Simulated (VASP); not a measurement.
Here is a VASP 6.6.1 calculation.

File INCAR:

```
ALGO = Normal ; EDIFF = 1E-7
ENCUT = 520 ; GGA = PS
ISIF = 2 ; ISMEAR = -1
LASPH = T ; LCHARG = F
LREAL = F ; LWAVE = F
NBANDS = 16 ; NELM = 100
PREC = Accurate ; SIGMA = 0.01
```

File KPOINTS:

```
k-points
0
Gamma
  9 9 9
```

POSCAR

```
AgCl
1.0
    0.0000000000      2.7638751816      2.7638751816
    2.7638751816      0.0000000000      2.7638751816
    2.7638751816      2.7638751816      0.0000000000
Ag Cl
1 1
Direct
    0.5000000000      0.5000000000      0.5000000000
    0.0000000000      0.0000000000      0.0000000000
```

Potentials or basis: VASP PAW PBE potentials, release 64 (Ag, Cl).

Launch:

```bash
$ cat potpaw_PBE.64/Ag/POTCAR potpaw_PBE.64/Cl/POTCAR > POTCAR
$ mpirun -np 1 vasp_std > vasp.out
```

Question: Estimate the pressure.

Answer: -2.3 GPa.

Question: Estimate the band gap on the k mesh.

Answer: 0.77 eV, indirect (least direct gap 3.03 eV).

Caveat: the PAW data sets were made with another functional, which shifts forces and pressure a little. A k mesh can miss the band edges.
